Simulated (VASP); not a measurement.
Here is a VASP 6.6.1 calculation.

INCAR

```
SYSTEM = B
ALGO = Normal
EDIFF = 1E-7
ENCUT = 520
GGA = PS
ISIF = 2
ISMEAR = 1
LASPH = .True.
LCHARG = .True.
LELF = .True.
LREAL = .False.
LVHAR = .True.
LWAVE = .False.
NBANDS = 8
NELM = 80
PREC = Accurate
SIGMA = 0.1
```

Contents of KPOINTS:

```
k-points
0
Gamma
  11 11 11
  0 0 0
```

The input POSCAR:

```
B
1.0
    0.0000000000      2.3100000000      2.3100000000
    2.3100000000      0.0000000000      2.3100000000
    2.3100000000      2.3100000000      0.0000000000
B
1
Direct
    0.0000000000      0.0000000000      0.0000000000
```

Potentials or basis: VASP PAW PBE potentials, release 64 (B).

Command:

```sh
$ cat potpaw_PBE.64/B/POTCAR > POTCAR
$ mpirun -np 1 vasp_std > vasp.out
```

Problem. Predict the pressure.

Solution. -14.8 GPa.

Caveat: the PAW data sets were made with another functional, which shifts forces and pressure a little.
